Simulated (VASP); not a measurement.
Runs of VASP 6.6.1 on Ta. The structure is that of space group Im-3m (No. 229), or close to it. The cells are those of the table. 

```tsv
cell	gap on the mesh (eV)	pressure (GPa)
a = 2.860 Å, angles 109.5°, 1 atom	none	(b)
a = 2.831 Å, angles 109.5°, 1 atom	none	9.5
a = 2.888 Å, angles 109.5°, 1 atom	none	-2.6
a = 2.802 Å, angles 109.5°, 1 atom	none	(a)
a = 2.916 Å, angles 109.5°, 1 atom	none	-7.5
```

Alike in all rows: task single point; level PBE; potentials or basis VASP PAW PBE potentials, release 64 (Ta_pv); no spin polarisation; k mesh 12 × 12 × 12; cutoff (eV) 520; smearing fermi-dirac 0.1 eV.

Task: Fill in the values left out.

Result: (a) 17.0; (b) 3.0.

Caveats: spin-orbit coupling is left out, which moves the levels of the heavy elements.

A k mesh can miss the band edges, and the runs leave out spin-orbit coupling on Ta.

A gap of «none» marks levels without a gap at the run's occupations.
